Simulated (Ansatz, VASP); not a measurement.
# Two plane-wave programs on NbInS4

INCAR

```
PREC = Accurate ; ENCUT = 600
EDIFF = 1E-7 ; ISMEAR = 0
SIGMA = 0.1 ; LREAL = False
LASPH = True ; NELM = 80
ALGO = Normal ; ISIF = 3
LWAVE = False ; LCHARG = False
GGA = PE ; IBRION = 2
NSW = 100 ; EDIFFG = -0.01
```

Contents of KPOINTS:

```
regular mesh
0
Gamma
  12 12 6
```

The input POSCAR:

```
NbInS4
1.0
    4.4967115572      0.0000000000      0.0000000000
   -2.2483557786      3.8942664421      0.0000000000
    0.0000000000      0.0000000000      6.2551949744
Nb In S
1 1 4
Direct
    0.0000000000      0.0000000000      0.0000000000
    0.0000000000      0.0000000000      0.5000000000
    0.3333333333      0.6666666667      0.1923154071
    0.6666666667      0.3333333333      0.1923154071
    0.6666666667      0.3333333333      0.8076845929
    0.3333333333      0.6666666667      0.8076845929
```

Input for Ansatz:

```yaml
crystal:
  lattice:
    - [4.4967115572, 0.0, 0.0]
    - [-2.2483557786, 3.8942664421, 0.0]
    - [0.0, 0.0, 6.2551949744]
  atoms:
    - { symbol: Nb, position: [0.0, 0.0, 0.0] }
    - { symbol: In, position: [0.0, 0.0, 0.5] }
    - { symbol: S, position: [0.3333333333, 0.6666666667, 0.1923154071] }
    - { symbol: S, position: [0.6666666667, 0.3333333333, 0.1923154071] }
    - { symbol: S, position: [0.6666666667, 0.3333333333, 0.8076845929] }
    - { symbol: S, position: [0.3333333333, 0.6666666667, 0.8076845929] }
basis:
  ecutwfc: 420
kpoints:
  mp_grid: { grid: [12, 12, 6] }
hamiltonian:
  xc: pbe
scf:
  occupations: { method: gaussian, width: 0.1 }
output:
  forces: true
  stress: true
  eigenvalues: true
relax:
  adjacent_minimum: "off"
  f_tol: 0.01
  max_steps: 80
  cell: { stress_tol: 0.05 }
```

Alike in both runs: task relaxation of cell and atoms; functional PBE; k mesh 12 × 12 × 6; occupations gaussian, width 0.1 eV; no spin polarisation.

|  | VASP | Ansatz |
| --- | --- | --- |
| version | VASP 6.6.1 | Ansatz 0.2.0 |
| potentials or method | VASP PAW PBE potentials, release 64 (Nb_sv, In_d, S), cutoff 600 eV | scalar-relativistic, plane waves, PAW |
| valence electrons in the cell | 50 | 50 |

Ansatz gave:

| Property | Result |
| --- | --- |
| gap on the k mesh at the Fermi level, each at its own relaxed structure (eV) | none |
| relaxed volume (Å³/atom) | 18.24 |
| relaxed length of the cell vector where the two differ most in proportion (Å) | 6.224 |

Q: Which values does VASP return?

A: gap on the k mesh at the Fermi level, each at its own relaxed structure (eV): none; relaxed volume (Å³/atom): 18.26; relaxed length of the cell vector where the two differ most in proportion (Å): 6.233.

A gap of «none» marks a metal or a gap that the smearing closes.
